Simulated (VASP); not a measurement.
Set up this calculation in VASP 6.6.1, as the native input.

```
Task                   : single point
Functional             : PBE
Potentials or basis    : VASP PAW PBE potentials, release 64 (Mo_sv)
Cutoff                 : 520 eV
k mesh                 : 20 × 20 × 20
Occupations            : gaussian, width 0.15 eV
Spin                   : no spin polarisation
Dipole correction      : no
Further INCAR settings : ALGO = Fast; EDIFF = 1e-06; NBANDS = 13
```

The structure of Mo lies in POSCAR:

```
Mo
1.0
   -1.3932132506      1.7092600380      1.6382285225
    1.3932132506     -1.7092600380      1.6382285225
    1.3932132506      1.7092600380     -1.6382285225
Mo
1
Direct
    0.0000000000      0.0000000000      0.0000000000
```

This cell differs from its parent crystal: strain +e along x and -e along y -0.1000, strain +e along z and -e/2 along x and y +0.0367.

These files were run (other wordings do the same):

INCAR

```
PREC = Accurate
ENCUT = 520
EDIFF = 1E-6
ISMEAR = 0
SIGMA = 0.15
LREAL = F
LASPH = T
NELM = 100
ALGO = Fast
ISIF = 2
LWAVE = F
LCHARG = T
GGA = PE
LELF = T
LVHAR = T
NBANDS = 13
```

KPOINTS

```
Automatic mesh
0
Gamma
  20 20 20
```

Potentials or basis: VASP PAW PBE potentials, release 64 (Mo_sv).

Command:

```bash
$ cat potpaw_PBE.64/Mo_sv/POTCAR > POTCAR
$ mpirun -np 1 vasp_std > vasp.out
```

Results of the run:

- Pressure: 7.5 GPa
- Band gap on the k mesh: zero (band 7 reaches 16.51 eV, above the bottom of band 8 at 11.23 eV)

Caveat: the cell differs from its parent crystal (strain +e along x and -e along y -0.1000, strain +e along z and -e/2 along x and y +0.0367).

It took 3.2 min on 1 thread of Intel(R) Xeon(R) Platinum 8259CL CPU @ 2.50GHz (Skylake/Cascade Lake), with other jobs on the host, peak memory 0.31 GiB.
